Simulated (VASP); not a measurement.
# RbGe5 (P6/mmm) in VASP: further runs, part 2 of 2

VASP 6.6.1. Earlier steps stand in the parts before.

## 3. Single point, PBE

This run uses another cell than the first one, of 25.81 Å³/atom.

Input file INCAR:

```
  PREC = Accurate
  ENCUT = 520
  EDIFF = 1E-7
  ISMEAR = 0
  SIGMA = 0.1
  LREAL = False
  LASPH = True
  NELM = 100
  ALGO = Normal
  ISIF = 2
  LWAVE = False
  LCHARG = False
  GGA = PE
  NBANDS = 48
```

Input file KPOINTS:

```
Automatic mesh
0
Gamma
  6 6 2
```

Input file POSCAR:

```
RbGe5
1.0
    4.8390924523      0.0000000033      0.0000000000
   -2.4195462290      4.1907769933      0.0000000000
    0.0000000000      0.0000000000      7.6356029620
Rb Ge
1 5
Direct
    0.0000000000      0.0000000000      0.0000000000
    0.3333333333      0.6666666667      0.3349497422
    0.3333333333      0.6666666667      0.6650502578
    0.6666666667      0.3333333333      0.6650502578
    0.6666666667      0.3333333333      0.3349497422
    0.0000000000      0.0000000000      0.5000000000
```

Potentials or basis: VASP PAW PBE potentials, release 64 (Rb_sv, Ge_d).

On the command line:

```console
$ cat potpaw_PBE.64/Rb_sv/POTCAR potpaw_PBE.64/Ge_d/POTCAR > POTCAR
$ mpirun -np 1 vasp_std > vasp.out
```

OUTCAR:

```text
PREC = Accurate
   ENCUT = 520
   EDIFF = 1E-7
   ISMEAR = 0
   LREAL = False
   LASPH = True
   NELM = 100
   ISIF = 2
   GGA = PE

 ion  position               nearest neighbor table
   1  0.000  0.000  0.000-   2 3.79   3 3.79   4 3.79   5 3.79   2 3.79   3 3.79   4 3.79   5 3.79
                             4 3.79   5 3.79   2 3.79   3 3.79   6 3.82   6 3.82
   2  0.333  0.667  0.335-   3 2.52   5 2.79   5 2.79   5 2.79   1 3.79   1 3.79   1 3.79
   3  0.333  0.667  0.665-   2 2.52   4 2.79   4 2.79   4 2.79   1 3.79   1 3.79   1 3.79
   4  0.667  0.333  0.665-   5 2.52   3 2.79   3 2.79   3 2.79   1 3.79   1 3.79   1 3.79
   5  0.667  0.333  0.335-   4 2.52   2 2.79   2 2.79   2 2.79   1 3.79   1 3.79   1 3.79
[... 911 lines left out ...]
  Total       -0.0152514     -0.0152514      0.0654689     -0.0000000      0.0000000      0.0000000
  in kB       -0.1578040     -0.1578040      0.6773981     -0.0000000      0.0000000      0.0000000
  external PRESSURE =       0.1205967 kB  Pullay stress =       0.0000000 kB

 VOLUME and BASIS-vectors are now :
 -----------------------------------------------------------------------------
  energy-cutoff  :      520.00
  volume of cell :      154.85
      direct lattice vectors                 reciprocal lattice vectors
     4.839092452  0.000000003  0.000000000     0.206650319  0.119309618  0.000000000
    -2.419546229  4.190776993  0.000000000    -0.000000000  0.238619235  0.000000000
     0.000000000  0.000000000  7.635602962     0.000000000  0.000000000  0.130965427

 POSITION                                       TOTAL-FORCE (eV/Angst)
 -----------------------------------------------------------------------------------
      0.00000      0.00000      0.00000        -0.000000      0.000000      0.000000
     -0.00000      2.79385      2.55754        -0.000000     -0.000000     -0.005341
     -0.00000      2.79385      5.07806         0.000000     -0.000000      0.005341
      2.41955      1.39693      5.07806         0.000000      0.000000      0.005341
      2.41955      1.39693      2.55754        -0.000000      0.000000     -0.005341
      0.00000      0.00000      3.81780        -0.000000      0.000000      0.000000
 -----------------------------------------------------------------------------------
    total drift:                                0.000000     -0.000000      0.000000

  FREE ENERGIE OF THE ION-ELECTRON SYSTEM (eV)
  ---------------------------------------------------
  free  energy   TOTEN  =       -22.9942089509 eV

  energy  without entropy=      -22.9739093843  energy(sigma->0) =      -22.98405917
```

OSZICAR:

```text
N       E                     dE             d eps       ncg     rms          rms(c)
DAV:   1     0.913386030891E+03    0.91339E+03   -0.37709E+04  1624   0.404E+03
DAV:   2     0.149365205222E+03   -0.76402E+03   -0.73380E+03  1344   0.106E+03
DAV:   3    -0.104001526290E+02   -0.15977E+03   -0.15520E+03  1488   0.247E+02
DAV:   4    -0.229084478809E+02   -0.12508E+02   -0.12420E+02  1776   0.766E+01
DAV:   5    -0.233201588103E+02   -0.41171E+00   -0.41122E+00  1752   0.146E+01    0.384E+00
DAV:   6    -0.230831789688E+02    0.23698E+00   -0.37562E-01  2128   0.471E+00    0.235E+00
DAV:   7    -0.229916141725E+02    0.91565E-01   -0.44736E-01  1656   0.540E+00    0.613E-01
DAV:   8    -0.229947412077E+02   -0.31270E-02   -0.10387E-01  1488   0.260E+00    0.250E-01
DAV:   9    -0.229942874738E+02    0.45373E-03   -0.13903E-02  1672   0.770E-01    0.120E-01
DAV:  10    -0.229940763562E+02    0.21112E-03   -0.20392E-03  1848   0.941E-01    0.696E-02
DAV:  11    -0.229942145564E+02   -0.13820E-03   -0.68491E-04  1816   0.270E-01    0.227E-02
DAV:  12    -0.229942022581E+02    0.12298E-04   -0.13055E-04  1704   0.252E-01    0.129E-02
DAV:  13    -0.229942082804E+02   -0.60223E-05   -0.22202E-05  1784   0.364E-02    0.340E-03
DAV:  14    -0.229942087399E+02   -0.45950E-06   -0.36663E-06  1696   0.351E-02    0.175E-03
DAV:  15    -0.229942088926E+02   -0.15271E-06   -0.57680E-07  1504   0.154E-02    0.611E-04
DAV:  16    -0.229942089509E+02   -0.58257E-07   -0.23001E-07  1088   0.946E-03
   1 F= -.22994209E+02 E0= -.22984059E+02  d E =-.202996E-01
```

stdout:

```text
POSCAR found type information on POSCAR RbGe
 POSCAR found :  2 types and       6 ions
 scaLAPACK will be used
 LDA part: xc-table for (Slater+PW92), standard interpolation
 POSCAR, INCAR and KPOINTS ok, starting setup
 FFT: planning ... GRIDC
 FFT: planning ... GRID_SOFT
 FFT: planning ... GRID
 WAVECAR not read
 entering main loop
```

It took 75 s on 1 thread of Intel Xeon 6975P-C (Granite Rapids), shared host; peak memory 0.29 GiB.

Results:

* Free energy: -22.9942 eV
* Pressure: 0.0 GPa
* Largest force: 0.005 eV/Å
* Band gap on the k mesh: zero (an odd number of electrons rules out a gap without spin polarisation)

Forces in eV/Å, atoms in the order of the input:
```
Rb   0.000  0.000  0.000
Ge   0.000  0.000 -0.005
Ge   0.000  0.000  0.005
Ge   0.000  0.000  0.005
Ge   0.000  0.000 -0.005
Ge   0.000  0.000  0.000
```

Levels at points of the mesh, in eV from the Fermi level:
| k point | band 37 | band 38 | band 39 | band 40 | band 41 | band 42 |
| --- | --- | --- | --- | --- | --- | --- |
| (0.00, 0.00, 0.00) | -2.77 | -1.98 | -1.98 | -0.57 | -0.57 | 0.74 |
| (0.50, 0.00, 0.00) | -1.69 | -1.62 | -1.36 | 1.22 | 2.05 | 2.76 |
| (0.00, 0.00, 0.50) | -2.59 | -2.03 | -2.03 | -0.71 | -0.71 | -0.52 |
| (0.50, 0.00, 0.50) | -1.66 | -1.59 | -0.96 | 1.47 | 1.83 | 2.02 |

Caveat: the k points lie up to 0.41 Å⁻¹ apart, too coarse for converged energies and pressures of a metal.

## 4. Relaxation of cell and atoms, PBE

Input file INCAR:

```
SYSTEM = RbGe5
PREC = Accurate ; ENCUT = 600
EDIFF = 1E-6 ; ISMEAR = 0
SIGMA = 0.1 ; LREAL = .FALSE.
LASPH = .TRUE. ; NELM = 80
ALGO = Normal ; ISIF = 3
LWAVE = .FALSE. ; LCHARG = .FALSE.
GGA = PE ; IBRION = 2
NSW = 90 ; EDIFFG = -0.04
```

Input file KPOINTS:

```
Automatic mesh
0
G
  6 6 2
  0 0 0
```

Input file POSCAR:

```
RbGe5
1.0
    4.2118884900      0.0000000000      0.0000000000
   -2.1059442500      3.6476024300      0.0000000000
    0.0000000000      0.0000000000      9.5338202500
Rb Ge
1 5
Direct
    0.0000000000      0.0000000000      0.0000000000
    0.3333333300      0.6666666700      0.3793514700
    0.3333333300      0.6666666700      0.6206485300
    0.6666666700      0.3333333300      0.6206485300
    0.6666666700      0.3333333300      0.3793514700
    0.0000000000      0.0000000000      0.5000000000
```

On the command line:

```console
$ cat potpaw_PBE.64/Rb_sv/POTCAR potpaw_PBE.64/Ge_d/POTCAR > POTCAR
$ mpirun -np 1 vasp_std > vasp.out
```

Wall time 17 min (1 thread of Intel Xeon 6975P-C (Granite Rapids), shared host); peak memory 0.37 GiB.

Results (log left out):

```
Free energy                           : -22.9869 eV
Relaxed volume                        : 25.70 Å³/atom
Relaxed cell                          : a = 4.845 Å, b = 4.845 Å, c = 7.585 Å, α = 90.00°, β = 90.00°, γ = 120.00°
Space group after relaxing (to 0.1 Å) : P6/mmm (No. 191)
Energy gained by relaxing             : 672.8 meV/atom
Ionic steps                           : 16
Pressure after relaxing               : -0.1 GPa
Largest force after relaxing          : 0.014 eV/Å
Band gap on the k mesh                : zero (an odd number of electrons rules out a gap without spin polarisation)
```

Forces on the atoms (eV/Å):
```
Rb   0.000  0.000  0.000
Ge   0.000  0.000  0.014
Ge   0.000  0.000 -0.014
Ge   0.000  0.000 -0.014
Ge   0.000  0.000  0.014
Ge   0.000  0.000  0.000
```

Stress tensor (GPa, compression positive):
```
-0.23  0.00  0.00
 0.00 -0.23  0.00
 0.00  0.00  0.19
```

The path:
```
step  energy change (eV)  largest force (eV/Å)  pressure (GPa)  volume (Å³)
   1              0.0000                3.7123           21.60       146.47
   2             -2.3729                0.7429           -4.72       227.64
   3             -3.1118                0.0108           -0.47       191.47
   4             -3.2595                0.0740           -0.48       190.24
   5             -3.4329                1.3267           -0.23       185.29
   6             -3.4521                0.7775           -0.37       187.15
   7             -3.4572                0.9042           -0.29       186.67
   8             -3.5561                0.8403           -0.74       184.87
   9             -3.7533                0.6276           -1.81       178.96
  10             -3.5540                0.8267           -2.21       164.74
  11             -3.7483                0.8983           -1.85       174.72
  12             -3.8667                0.5077           -1.96       170.97
  13             -3.9833                0.1500           -2.03       163.06
  14             -3.9882                0.2435           -1.86       161.31
  15             -4.0234                0.1341           -1.03       157.74
  16             -4.0370                0.0144           -0.09       154.17
```

Final structure:
```
CELL_PARAMETERS angstrom
4.84473 0.00000 0.00000
-2.42236 4.19566 0.00000
0.00000 0.00000 7.58472
ATOMIC_POSITIONS crystal
Rb 0.00000 0.00000 0.00000
Ge 0.33333 0.66667 0.33390
Ge 0.33333 0.66667 0.66610
Ge 0.66667 0.33333 0.66610
Ge 0.66667 0.33333 0.33390
Ge 0.00000 0.00000 0.50000
```

Levels at points of the mesh, in eV from the Fermi level:
```tsv
k point	band 35	band 36	band 37	band 38	band 39	band 40	band 41	band 42	band 43	band 44
(0.00, 0.00, 0.00)	-3.21	-2.77	-2.77	-1.98	-1.98	-0.57	-0.57	0.75	1.04	2.04
(0.50, 0.00, 0.00)	-4.53	-2.47	-1.69	-1.62	-1.35	1.20	2.03	2.76	2.86	3.72
(0.00, 0.00, 0.50)	-2.73	-2.73	-2.57	-2.03	-2.03	-0.71	-0.71	-0.51	1.41	1.43
(0.50, 0.00, 0.50)	-4.56	-2.35	-1.67	-1.59	-0.95	1.46	1.84	2.00	2.04	2.74
```

Caveat: a cell axis changed by over 15 % at a fixed basis, so the end point is rough.

## 5. Single point, PBE

This run uses another cell than the first one, of 25.34 Å³/atom.

Input file INCAR:

```
ALGO = Normal ; EDIFF = 1E-6
ENCUT = 520 ; GGA = PE
ISIF = 2 ; ISMEAR = 0
LASPH = True ; LCHARG = True
LELF = True ; LREAL = False
LVHAR = True ; LWAVE = False
NBANDS = 48 ; NELM = 80
PREC = Accurate ; SIGMA = 0.1
```

Input file KPOINTS:

```
k-points
0
Gamma
  12 12 6
```

Input file POSCAR:

```
RbGe5
1.0
    4.7960829172      0.0000000000      0.0000000000
   -2.3980414586      4.1535296449      0.0000000000
    0.0000000000      0.0000000000      7.6316049127
Rb Ge
1 5
Direct
    0.0000000000      0.0000000000      0.0000000000
    0.3333333333      0.6666666667      0.3306758111
    0.3333333333      0.6666666667      0.6693241889
    0.6666666667      0.3333333333      0.6693241889
    0.6666666667      0.3333333333      0.3306758111
    0.0000000000      0.0000000000      0.5000000000
```

On the command line:

```console
$ cat potpaw_PBE.64/Rb_sv/POTCAR potpaw_PBE.64/Ge_d/POTCAR > POTCAR
$ mpirun -np 1 vasp_std > vasp.out
```

Run time: 5.7 min. Hardware: 1 thread of Intel Xeon 6975P-C (Granite Rapids), shared host; peak memory 0.54 GiB.

The run converged. Its results:

```
Free energy            : -23.0136 eV
Pressure               : 0.0 GPa
Largest force          : 0.005 eV/Å
Band gap on the k mesh : zero (an odd number of electrons rules out a gap without spin polarisation)
```

Forces in eV/Å, atoms in the order of the input:
```
Rb   0.000  0.000  0.000
Ge   0.000  0.000 -0.005
Ge   0.000  0.000  0.005
Ge   0.000  0.000  0.005
Ge   0.000  0.000 -0.005
Ge   0.000  0.000  0.000
```

Levels at points of the mesh, in eV from the Fermi level:
```csv
k point,band 37,band 38,band 39,band 40,band 41,band 42
"(0.00, 0.00, 0.00)",-2.73,-1.98,-1.98,-0.68,-0.68,0.63
"(0.50, 0.00, 0.00)",-1.83,-1.64,-1.40,1.29,2.26,2.59
"(0.00, 0.00, 0.50)",-2.54,-2.02,-2.02,-0.82,-0.82,-0.68
"(0.50, 0.00, 0.50)",-1.72,-1.70,-0.95,1.59,1.67,1.92
```

## 6. Summary

| task | cell | k mesh | cutoff (eV) | gap on the mesh (eV) | pressure (GPa) | largest force (eV/Å) |
| --- | --- | --- | --- | --- | --- | --- |
| single point | a = 4.212, b = 4.212, c = 9.534 Å, angles 90.0, 90.0, 120.0°, 6 atoms, atomic positions A | 6 × 6 × 2 | 520 | none | 21.6 | 3.71 |
| single point | a = 4.839, b = 4.839, c = 7.636 Å, angles 90.0, 90.0, 120.0°, 6 atoms, atomic positions B | 6 × 6 × 2 | 520 | none | 0.0 | 0.01 |
| relaxation of cell and atoms | relaxed from a = 4.212, b = 4.212, c = 9.534 Å, angles 90.0, 90.0, 120.0°, 6 atoms, atomic positions A | 6 × 6 × 2 | 600 | none | -0.1 | 0.01 |
| single point | a = 4.796, b = 4.796, c = 7.632 Å, angles 90.0, 90.0, 120.0°, 6 atoms, atomic positions C | 12 × 12 × 6 | 520 | none | 0.0 | 0.01 |

Alike in all rows: level PBE; potentials or basis VASP PAW PBE potentials, release 64 (Rb_sv, Ge_d); no spin polarisation; smearing gaussian 0.1 eV.

Caveats: some runs use coarse meshes; the stress differs along the axes, from 15 to 25 GPa (at least some runs); forces of over 1 eV/Å act on the atoms, so gaps and moduli don't describe the material at rest (at least some runs); a cell axis changed by over 15 % at a fixed basis, so the end point is rough (at least some runs).

Total energies depend on the potentials used, so only differences within one code and one set of settings carry meaning.
